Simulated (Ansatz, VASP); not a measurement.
## MgO in VASP and in Ansatz

Contents of INCAR:

```
PREC = Accurate
ENCUT = 520
EDIFF = 1E-6
ISMEAR = -1
SIGMA = 0.02
LREAL = F
LASPH = T
NELM = 80
ALGO = Normal
ISIF = 2
LWAVE = F
LCHARG = F
GGA = PE
NBANDS = 11
```

File KPOINTS:

```
regular mesh
0
Gamma
  10 10 10
```

The input POSCAR:

```
MgO
1.0
    0.0000000000      2.0811457413      2.1154270457
    2.0811457413      0.0000000000      2.1154270457
    2.0811457413      2.0811457413      0.0000000000
Mg O
1 1
Direct
    0.0000000000      0.0000000000      0.0000000000
    0.5000000000      0.5000000000      0.5000000000
```

Input for Ansatz:

```yaml
crystal:
  lattice:
    - [0.0, 2.0811457413, 2.1154270457]
    - [2.0811457413, 0.0, 2.1154270457]
    - [2.0811457413, 2.0811457413, 0.0]
  atoms:
    - { symbol: Mg, position: [0.0, 0.0, 0.0] }
    - { symbol: O, position: [0.5, 0.5, 0.5] }
kpoints:
  mp_grid: { grid: [10, 10, 10] }
  band_path:
    path:
      - [0.0, 0.0, 0.0]
      - [0.5, 0.0, 0.5]
      - [0.625, 0.25, 0.625]
      - [0.375, 0.375, 0.75]
      - [0.5, 0.5, 0.5]
      - [0.5, 0.25, 0.75]
    npoints: 1
hamiltonian:
  xc: pbe
scf:
  occupations: { method: fermi_dirac, width: 0.02 }
  n_extra_bands: 4
output:
  forces: true
  stress: true
  eigenvalues: true
  write_density: true
  write_potential: true
  elf: true
  volumetric_format: npy
```

Change from the starting cell: epitaxial_xy strain -1.0%.

Alike in both runs: task single point; functional PBE; k mesh 10 × 10 × 10; occupations fermi-dirac, width 0.02 eV; no spin polarisation.

|  | VASP | Ansatz |
| --- | --- | --- |
| version | VASP 6.6.1 | Ansatz 0.2.0 |
| potentials or method | VASP PAW PBE potentials, release 64 (Mg, O) | plane waves, PAW |
| plane-wave cutoff (eV) | 520 | 420 |
| valence electrons in the cell | 8 | 16 |

|  | VASP | Ansatz | Ansatz less VASP |
| --- | --- | --- | --- |
| gap on the k mesh at the Fermi level (eV) | 4.89 | 4.91 | +0.016 |
| pressure (GPa) | 7.4 | 8.2 | +0.73 |
| traceless stress, the component that is largest in VASP (GPa) | -2.51 | -2.49 | +0.019 |

With one functional, cell and mesh, what is left measures potentials, basis and numerics. VASP's potentials hold 8 valence electrons a cell and Ansatz's 16, so a difference there can come from the potentials and not from the codes.
